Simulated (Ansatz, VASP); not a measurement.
# One calculation of Al3B2Sb, two programs

File INCAR:

```
SYSTEM = Al3B2Sb
ALGO = Normal
EDIFF = 1E-6
EDIFFG = -0.01
ENCUT = 600
GGA = PE
IBRION = 2
ISIF = 3
ISMEAR = 0
LASPH = .True.
LCHARG = .False.
LREAL = .False.
LWAVE = .False.
NELM = 60
NSW = 100
PREC = Accurate
SIGMA = 0.1
```

Contents of KPOINTS:

```
k-points
0
Gamma
  6 6 14
  0 0 0
```

File POSCAR:

```
Al3B2Sb
1.0
    6.0776918295      0.0000000000      0.0000000000
   -3.0388459148      5.2634355207      0.0000000000
    0.0000000000      0.0000000000      2.8489825680
Al B Sb
3 2 1
Direct
    0.5000000000      0.0000000000      0.0000000000
    0.0000000000      0.5000000000      0.0000000000
    0.5000000000      0.5000000000      0.0000000000
    0.3333333333      0.6666666667      0.5000000000
    0.6666666667      0.3333333333      0.5000000000
    0.0000000000      0.0000000000      0.5000000000
```

Input for Ansatz:

```yaml
crystal:
  lattice:
    - [6.0776918295, 0.0, 0.0]
    - [-3.0388459148, 5.2634355207, 0.0]
    - [0.0, 0.0, 2.848982568]
  atoms:
    - { symbol: Al, position: [0.5, 0.0, 0.0] }
    - { symbol: Al, position: [0.0, 0.5, 0.0] }
    - { symbol: Al, position: [0.5, 0.5, 0.0] }
    - { symbol: B, position: [0.3333333333, 0.6666666667, 0.5] }
    - { symbol: B, position: [0.6666666667, 0.3333333333, 0.5] }
    - { symbol: Sb, position: [0.0, 0.0, 0.5] }
basis:
  ecutwfc: 420
kpoints:
  mp_grid: { grid: [6, 6, 14] }
hamiltonian:
  xc: pbe
scf:
  occupations: { method: gaussian, width: 0.1 }
output:
  forces: true
  stress: true
  eigenvalues: true
  write_density: true
  write_potential: true
  elf: true
  volumetric_format: npy
relax:
  adjacent_minimum: "off"
  f_tol: 0.01
  max_steps: 80
  cell: { stress_tol: 0.05 }
```

Alike in both runs: task relaxation of cell and atoms; functional PBE; k mesh 6 × 6 × 14; occupations gaussian, width 0.1 eV; no spin polarisation.

|  | VASP | Ansatz |
| --- | --- | --- |
| version | VASP 6.6.1 | Ansatz 0.2.0 |
| potentials or method | VASP PAW PBE potentials, release 64 (Al, B, Sb), cutoff 600 eV | scalar-relativistic, plane waves, PAW |
| valence electrons in the cell | 20 | 30 |

VASP gave:

```
gap on the k mesh at the Fermi level, each at its own relaxed structure (eV) : none
relaxed volume (Å³/atom)                                                     : 15.30
relaxed cell length with the largest relative difference (Å)                 : 2.812
```

Question: Estimate Ansatz's values.

Answer: gap on the k mesh at the Fermi level, each at its own relaxed structure (eV): none; relaxed volume (Å³/atom): 15.30; relaxed cell length with the largest relative difference (Å): 2.811.

A gap of «none» marks a metal or a gap that the smearing closes. VASP's potentials hold 20 valence electrons a cell and Ansatz's 30, so a difference there can come from the potentials and not from the codes.

Neither program's run includes spin-orbit coupling.
